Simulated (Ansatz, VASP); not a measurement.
## Two plane-wave programs on CaC2

INCAR

```
SYSTEM = CaC2
PREC     = Accurate       ! precision mode
ENCUT    = 520            ! plane-wave cutoff, eV
EDIFF    = 1E-6           ! SCF threshold, eV
ISMEAR   = 0              ! smearing method
SIGMA    = 0.05           ! smearing width, eV
LREAL    = .False.        ! projectors in reciprocal space
LASPH    = .True.         ! aspherical terms in the spheres
NELM     = 80             ! most SCF steps
ALGO     = Normal         ! electronic algorithm
ISIF     = 2              ! what is computed and relaxed
LWAVE    = .False.        ! write WAVECAR
LCHARG   = .False.        ! write CHGCAR
NBANDS   = 16             ! bands
```

KPOINTS

```
regular mesh
0
Gamma
  9 9 9
  0 0 0
```

File POSCAR:

```
CaC2
1.0
    1.9710368834      1.1379786752      3.8477224091
   -1.9710368834      1.1379786752      3.8477224091
    0.0000000000     -2.2759573504      3.8477224091
Ca C
1 2
Direct
    0.0000000000      0.0000000000      0.0000000000
    0.5529150000      0.5529150000      0.5529150000
    0.4470850000      0.4470850000      0.4470850000
```

Input for Ansatz:

```yaml
crystal:
  lattice:
    - [1.9710368834, 1.1379786752, 3.8477224091]
    - [-1.9710368834, 1.1379786752, 3.8477224091]
    - [0.0, -2.2759573504, 3.8477224091]
  atoms:
    - { symbol: Ca, position: [0.0, 0.0, 0.0] }
    - { symbol: C, position: [0.552915, 0.552915, 0.552915] }
    - { symbol: C, position: [0.447085, 0.447085, 0.447085] }
basis:
  ecutwfc: 420
kpoints:
  mp_grid: { grid: [9, 9, 9] }
hamiltonian:
  xc: lda
scf:
  occupations: { method: gaussian, width: 0.05 }
output:
  forces: true
  stress: true
  eigenvalues: true
```

Alike in both runs: task single point; functional LDA; k mesh 9 × 9 × 9; occupations gaussian, width 0.05 eV; no spin polarisation.

|  | VASP | Ansatz |
| --- | --- | --- |
| version | VASP 6.6.1 | Ansatz 0.2.0 |
| potentials or method | VASP PAW LDA potentials, release 64 (Ca_sv, C), cutoff 520 eV | scalar-relativistic, plane waves, PAW |
| valence electrons in the cell | 18 | 18 |

Ansatz gave:

| Property | Result |
| --- | --- |
| gap on the k mesh at the Fermi level (eV) | 2.72 |
| least direct gap on the mesh (eV) | 3.86 |
| pressure (GPa) | -2.0 |
| traceless stress, the component that is largest in VASP (GPa) | 8.12 |
| rms of the force components (eV/Å) | 1.186 |

Question: What did VASP give for the same quantities?

Answer: gap on the k mesh at the Fermi level (eV): 2.71; least direct gap on the mesh (eV): 3.85; pressure (GPa): -1.7; traceless stress, the component that is largest in VASP (GPa): 8.39; rms of the force components (eV/Å): 1.237.

LDA's correlation is that of Perdew and Zunger in VASP and of Perdew and Wang (1992) in Ansatz. Atom by atom the forces differ by 0.051 eV/Å (rms over components).
